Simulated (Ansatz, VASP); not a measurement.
## MnZn: VASP beside Ansatz

```
Mn Zn
1.0
     2.89158    0.00000    0.00000
     0.00000    2.89158    0.00000
     0.00000    0.00000    2.89158
Mn Zn
1 1
Direct
  0.00000 0.00000 0.00000
  0.50000 0.50000 0.50000
```

Alike in both runs: functional LDA; k mesh 11 × 11 × 11; occupations fermi-dirac, width 0.15 eV; collinear spin.

Ansatz relaxed the structure, and its values are those at the end. VASP's run is a single point on that final structure, the one shown.

|  | VASP | Ansatz |
| --- | --- | --- |
| version | VASP 6.6.1 | Ansatz 0.2.0 |
| potentials or method | VASP PAW LDA potentials, release 64 (Mn_pv, Zn) | PAW with Ansatz's default frozen-core files, scalar-relativistic |
| plane-wave cutoff (eV) | 520 | 420 |
| valence electrons in the cell | 25 | 27 |

Ansatz gave:

| Quantity | Value |
| --- | --- |
| pressure (GPa) | 0.0 |
| net moment per atom (μB) | 1.30 |

Q: Which values does VASP return?

A: Pressure (GPa): 0.2; net moment per atom (μB): 1.28.

LDA's correlation is that of Perdew and Zunger in VASP and of Perdew and Wang (1992) in Ansatz. VASP's potentials hold 25 valence electrons a cell and Ansatz's 27, so a difference there can come from the potentials and not from the codes.
